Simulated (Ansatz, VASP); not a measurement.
**TaN: VASP beside Ansatz**

INCAR

```
PREC = Accurate ; ENCUT = 600
EDIFF = 1E-6 ; ISMEAR = 0
SIGMA = 0.15 ; LREAL = F
LASPH = T ; NELM = 120
ALGO = Normal ; ISIF = 2
LWAVE = F ; LCHARG = T
LELF = T ; LVHAR = T
NBANDS = 16 ; GGA_COMPAT = F
```

Contents of KPOINTS:

```
regular mesh
0
Gamma
  18 18 18
```

File POSCAR:

```
TaN
1.0
    0.0000000000      2.1738356505      2.1738356505
    2.1738356505      0.0000000000      2.1738356505
    2.1738356505      2.1738356505      0.0000000000
Ta N
1 1
Direct
    0.4956556505      0.5043443495      0.5043443495
    0.0561219980     -0.0561219980     -0.0561219980
```

Input for Ansatz:

```yaml
crystal:
  lattice:
    - [0.0, 2.1738356505, 2.1738356505]
    - [2.1738356505, 0.0, 2.1738356505]
    - [2.1738356505, 2.1738356505, 0.0]
  atoms:
    - { symbol: Ta, position: [0.4956556505, 0.5043443495, 0.5043443495] }
    - { symbol: "N", position: [0.056121998, -0.056121998, -0.056121998] }
basis:
  ecutwfc: 520.0
kpoints:
  mp_grid: { grid: [18, 18, 18] }
hamiltonian:
  xc: lda
  pseudopotentials: { kind: paw, azcp: { folder: soft_1 } }
scf:
  occupations: { method: gaussian, width: 0.15 }
output:
  forces: true
  stress: true
  eigenvalues: true
```

Change from the starting cell: mode 4 frozen in at -0.244 Å and mode 6 at +0.000 Å (largest displacements).

Alike in both runs: task single point; functional LDA; k mesh 18 × 18 × 18; occupations gaussian, width 0.15 eV; no spin polarisation.

|  | VASP | Ansatz |
| --- | --- | --- |
| version | VASP 6.6.1 | Ansatz 0.2.0 |
| potentials or method | VASP PAW LDA potentials, release 64 (Ta_sv_GW, N), cutoff 600 eV | scalar-relativistic, plane waves, PAW |
| valence electrons in the cell | 18 | 18 |

Ansatz gave:

| Quantity | Value |
| --- | --- |
| gap on the k mesh at the Fermi level (eV) | none |
| pressure (GPa) | 13.4 |
| traceless stress, the component that is largest in VASP (GPa) | 25.73 |
| rms of the force components (eV/Å) | 1.972 |

Task: What did VASP give for the same quantities?

Result: gap on the k mesh at the Fermi level (eV): none; pressure (GPa): 15.0; traceless stress, the component that is largest in VASP (GPa): 26.15; rms of the force components (eV/Å): 2.010.

Ansatz warns that its potentials were made for another functional, while VASP's fit it. LDA's correlation is that of Perdew and Zunger in VASP and of Perdew and Wang (1992) in Ansatz. Atom by atom the forces differ by 0.038 eV/Å (rms over components). A gap of «none» marks a metal or a gap that the smearing closes.

Neither program's run includes spin-orbit coupling.
